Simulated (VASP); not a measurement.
# In (Immm) in VASP: further runs, part 3 of 3

VASP 6.6.1. The steps go on from the part before.

## Step 4: Single point, PBE (strain +0.0175 x Voigt [1, 0, 0, 0, 0, 0])

File INCAR:

```
SYSTEM = In
ALGO     = Fast           ! electronic algorithm
EDIFF    = 1E-6           ! SCF threshold, eV
ENCUT    = 520            ! plane-wave cutoff, eV
GGA      = PE             ! functional
ISIF     = 2              ! what is computed and relaxed
ISMEAR   = 0              ! smearing method
LASPH    = .TRUE.         ! aspherical terms in the spheres
LCHARG   = .FALSE.        ! write CHGCAR
LREAL    = .FALSE.        ! projectors in reciprocal space
LWAVE    = .FALSE.        ! write WAVECAR
NBANDS   = 12             ! bands
NELM     = 80             ! most SCF steps
PREC     = Accurate       ! precision mode
SIGMA    = 0.15           ! smearing width, eV
```

File KPOINTS:

```
k-points
0
G
  20 20 20
  0 0 0
```

File POSCAR:

```
In
1.0
   -1.6546076250      1.6261500000      2.4739500000
    1.6546076250     -1.6261500000      2.4739500000
    1.6546076250      1.6261500000     -2.4739500000
In
1
Direct
    0.0000000000      0.0000000000      0.0000000000
```

Potentials or basis: VASP PAW PBE potentials, release 64 (In_d).

Run with:

```console
$ cat potpaw_PBE.64/In_d/POTCAR > POTCAR
$ mpirun -np 1 vasp_std > vasp.out
```

OUTCAR:

```text
SYSTEM = In
   EDIFF = 1E-6
   ENCUT = 520
   GGA = PE
   ISIF = 2
   ISMEAR = 0
   LASPH = .TRUE.
   LREAL = .FALSE.
   NELM = 80
   PREC = Accurate

 ion  position               nearest neighbor table
   1  0.000  0.000  0.000-

  LATTYP: Found a body centered orthorhombic cell.
 ALAT       =     3.2523000000
 B/A-ratio  =     1.0175000000
 C/A-ratio  =     1.5213541186

  Lattice vectors:

 A1 = (   1.6546076250,  -1.6261500000,  -2.4739500000)
 A2 = (  -1.6546076250,   1.6261500000,  -2.4739500000)
 A3 = (   1.6546076250,   1.6261500000,   2.4739500000)

Analysis of symmetry for initial positions (statically):
=====================================================================
 Subroutine PRICEL returns:
 Original cell was already a primitive cell.

 Routine SETGRP: Setting up the symmetry group for a
 body centered orthorhombic supercell.

 Subroutine GETGRP returns: Found  8 space group operations
 (whereof  8 operations were pure point group operations)
 out of a pool of  8 trial point group operations.

The static configuration has the point symmetry D_2h.

Analysis of symmetry for dynamics (positions and initial velocities):
[... 170 lines left out ...]
      3      -7.2531      2.00000
      4      -7.1751      2.00000
      5      -7.0883      2.00000
      6      -2.0989      2.00000
      7      17.4605      0.00000
      8      17.8081      0.00000
      9      17.9615      0.00000
     10      18.9043      0.00000
     11      21.0145      0.00000
     12      21.0978      0.00000
[... 331 lines left out ...]
 k-point    24 :      -0.4000    0.0500   -0.0000
  band No.  band energies     occupation
      1      -7.3404      2.00000
      2      -7.2915      2.00000
      3      -7.2481      2.00000
      4      -7.0411      2.00000
      5      -6.9888      2.00000
      6       1.2713      2.00000
      7       6.5783      2.00000
      8      14.7547      0.00000
      9      15.9651      0.00000
     10      17.9467      0.00000
     11      19.5324      0.00000
     12      20.6763      0.00000

 [... further k-points ...]

------------------------ aborting loop because EDIFF is reached ----------------------------------------

  FORCE on cell =-STRESS in cart. coord.  units (eV):
  Direction    XX          YY          ZZ          XY          YZ          ZX
  --------------------------------------------------------------------------------------
  -------------------------------------------------------------------------------------
  Total        0.1811793      0.2362759      0.1795943      0.0000000      0.0000000      0.0000000
  in kB       10.9021629     14.2175078     10.8067869      0.0000000      0.0000000      0.0000000
  external PRESSURE =      11.9754858 kB  Pullay stress =       0.0000000 kB

 VOLUME and BASIS-vectors are now :
 -----------------------------------------------------------------------------
  energy-cutoff  :      520.00
  volume of cell :       26.63
      direct lattice vectors                 reciprocal lattice vectors
    -1.654607625  1.626150000  2.473950000     0.000000000  0.307474710  0.202105944
     1.654607625 -1.626150000  2.473950000     0.302186447  0.000000000  0.202105944
     1.654607625  1.626150000 -2.473950000     0.302186447  0.307474710  0.000000000

 POSITION                                       TOTAL-FORCE (eV/Angst)
 -----------------------------------------------------------------------------------
      0.00000      0.00000      0.00000        -0.000000     -0.000000     -0.000000
 -----------------------------------------------------------------------------------
    total drift:                                0.000000      0.000000      0.000000

  FREE ENERGIE OF THE ION-ELECTRON SYSTEM (eV)
  ---------------------------------------------------
  free  energy   TOTEN  =        -2.5587760670 eV

  energy  without entropy=       -2.5537199630  energy(sigma->0) =       -2.55624802
```

OSZICAR:

```text
N       E                     dE             d eps       ncg     rms          rms(c)
DAV:   1     0.781584280788E+02    0.78158E+02   -0.62538E+03 28428   0.136E+03
DAV:   2     0.118031886374E+01   -0.76978E+02   -0.74997E+02 29204   0.291E+02
DAV:   3    -0.249899283339E+01   -0.36793E+01   -0.36679E+01 33512   0.641E+01
DAV:   4    -0.258118246884E+01   -0.82190E-01   -0.82164E-01 35140   0.958E+00
DAV:   5    -0.258499124771E+01   -0.38088E-02   -0.38087E-02 39132   0.182E+00    0.222E+00
RMM:   6    -0.256302755094E+01    0.21964E-01   -0.28463E-02 34427   0.265E+00    0.118E+00
RMM:   7    -0.255883383896E+01    0.41937E-02   -0.11573E-02 33179   0.140E+00    0.251E-01
RMM:   8    -0.255869760941E+01    0.13623E-03   -0.16810E-03 37224   0.646E-01    0.537E-02
RMM:   9    -0.255876237816E+01   -0.64769E-04   -0.57057E-04 43006   0.259E-01    0.540E-02
RMM:  10    -0.255876959019E+01   -0.72120E-05   -0.16178E-04 38860   0.227E-01    0.688E-03
RMM:  11    -0.255877517605E+01   -0.55859E-05   -0.74203E-05 45611   0.911E-02    0.138E-02
RMM:  12    -0.255877680837E+01   -0.16323E-05   -0.12640E-05 38813   0.425E-02    0.366E-02
RMM:  13    -0.255877606703E+01    0.74134E-06   -0.43085E-06 33163   0.335E-02
   1 F= -.25587761E+01 E0= -.25562480E+01  d E =-.505610E-02
```

stdout:

```text
POSCAR found type information on POSCAR In
 POSCAR found :  1 types and       1 ions
 scaLAPACK will be used
 LDA part: xc-table for (Slater+PW92), standard interpolation
 POSCAR, INCAR and KPOINTS ok, starting setup
 FFT: planning ... GRIDC
 FFT: planning ... GRID_SOFT
 FFT: planning ... GRID
 WAVECAR not read
 entering main loop
WARNING in EDDRMM: call to ZHEGV failed, returncode =   8  4     11
WARNING in EDDRMM: call to ZHEGV failed, returncode =   6  3     10
WARNING in EDDRMM: call to ZHEGV failed, returncode =   8  4     11
WARNING in EDDRMM: call to ZHEGV failed, returncode =   8  4     11
WARNING in EDDRMM: call to ZHEGV failed, returncode =   8  4     11
WARNING in EDDRMM: call to ZHEGV failed, returncode =   6  3     10
WARNING in EDDRMM: call to ZHEGV failed, returncode =   6  3     11
WARNING in EDDRMM: call to ZHEGV failed, returncode =   6  3     10
WARNING in EDDRMM: call to ZHEGV failed, returncode =   6  3     11
WARNING in EDDRMM: call to ZHEGV failed, returncode =   6  3     11
WARNING in EDDRMM: call to ZHEGV failed, returncode =   6  3     10
WARNING in EDDRMM: call to ZHEGV failed, returncode =   6  3     11
WARNING in EDDRMM: call to ZHEGV failed, returncode =   6  3     11
WARNING in EDDRMM: call to ZHEGV failed, returncode =   6  3     11
WARNING in EDDRMM: call to ZHEGV failed, returncode =   8  4     11
```

Wall time 5.1 min (1 thread of AMD EPYC 9R45 (Zen 5), shared host); peak memory 0.42 GiB.

What came out:

```yaml
Free_energy: -2.5588 eV
Pressure: 1.2 GPa
Band_gap_on_the_k_mesh: zero (an odd number of electrons rules out a gap without spin polarisation)
```

Caveat: the cell differs from its parent crystal (strain +0.0175 x Voigt [1, 0, 0, 0, 0, 0]); spin-orbit coupling is left out, which moves the levels of the heavy elements.

## Step 5: Single point, PBE (strain +0.0200 x Voigt [1, 0, 0, 0, 0, 0])

File INCAR:

```
SYSTEM = In
PREC     = Accurate       ! precision mode
ENCUT    = 520            ! plane-wave cutoff, eV
EDIFF    = 1E-6           ! SCF threshold, eV
ISMEAR   = 0              ! smearing method
SIGMA    = 0.15           ! smearing width, eV
LREAL    = .FALSE.        ! projectors in reciprocal space
LASPH    = .TRUE.         ! aspherical terms in the spheres
NELM     = 100            ! most SCF steps
ALGO     = Fast           ! electronic algorithm
ISIF     = 2              ! what is computed and relaxed
LWAVE    = .FALSE.        ! write WAVECAR
LCHARG   = .FALSE.        ! write CHGCAR
GGA      = PE             ! functional
NBANDS   = 12             ! bands
```

File KPOINTS:

```
Automatic mesh
0
G
  20 20 20
  0 0 0
```

File POSCAR:

```
In
1.0
   -1.6586730000      1.6261500000      2.4739500000
    1.6586730000     -1.6261500000      2.4739500000
    1.6586730000      1.6261500000     -2.4739500000
In
1
Direct
    0.0000000000      0.0000000000      0.0000000000
```

Run with:

```console
$ cat potpaw_PBE.64/In_d/POTCAR > POTCAR
$ mpirun -np 1 vasp_std > vasp.out
```

Wall time 5.2 min (1 thread of AMD EPYC 9R45 (Zen 5), shared host); peak memory 0.42 GiB.

The run converged. Its results:

| Item | Value |
| --- | --- |
| Free energy | -2.5592 eV |
| Pressure | 1.1 GPa |
| Band gap on the k mesh | zero (an odd number of electrons rules out a gap without spin polarisation) |

Stress tensor (GPa, compression positive):
```
0.96 0.00 0.00
0.00 1.34 0.00
0.00 0.00 0.99
```

Levels at points of the mesh, in eV from the Fermi level:
```tsv
k point	band 3	band 4	band 5	band 6	band 7	band 8	band 9	band 10
(0.00, 0.00, 0.00)	-14.58	-14.50	-14.42	-9.41	10.07	10.44	10.64	11.58
(0.50, 0.00, 0.00)	-14.59	-14.33	-14.29	-4.19	-3.26	7.54	8.70	10.86
(0.00, 0.50, 0.00)	-14.57	-14.32	-14.31	-4.42	-3.33	7.54	9.09	11.14
(0.50, 0.50, 0.00)	-14.33	-14.31	-14.23	-1.94	-1.76	3.55	3.92	6.96
(0.50, 0.50, 0.50)	-14.32	-14.29	-14.28	-2.84	-2.55	4.30	4.85	7.70
```

Caveat: the cell differs from its parent crystal (strain +0.0200 x Voigt [1, 0, 0, 0, 0, 0]); spin-orbit coupling is left out, which moves the levels of the heavy elements.

## Step 6: The runs side by side

```tsv
cell	gap on the mesh (eV)	pressure (GPa)
a = 3.386 Å, angles 122.0, 122.6, 86.1°, 1 atom	none	1.5
a = 3.390 Å, angles 121.7, 122.7, 86.2°, 1 atom	none	1.3
a = 3.392 Å, angles 121.6, 122.7, 86.3°, 1 atom	none	1.2
a = 3.394 Å, angles 121.5, 122.7, 86.4°, 1 atom	none	1.1
```

Alike in all rows: task single point; level PBE; potentials or basis VASP PAW PBE potentials, release 64 (In_d); no spin polarisation; k mesh 20 × 20 × 20; cutoff (eV) 520; smearing gaussian 0.15 eV.

Caveats: spin-orbit coupling is left out, which moves the levels of the heavy elements.

Absolute energies hang on the potentials; compare differences alone.
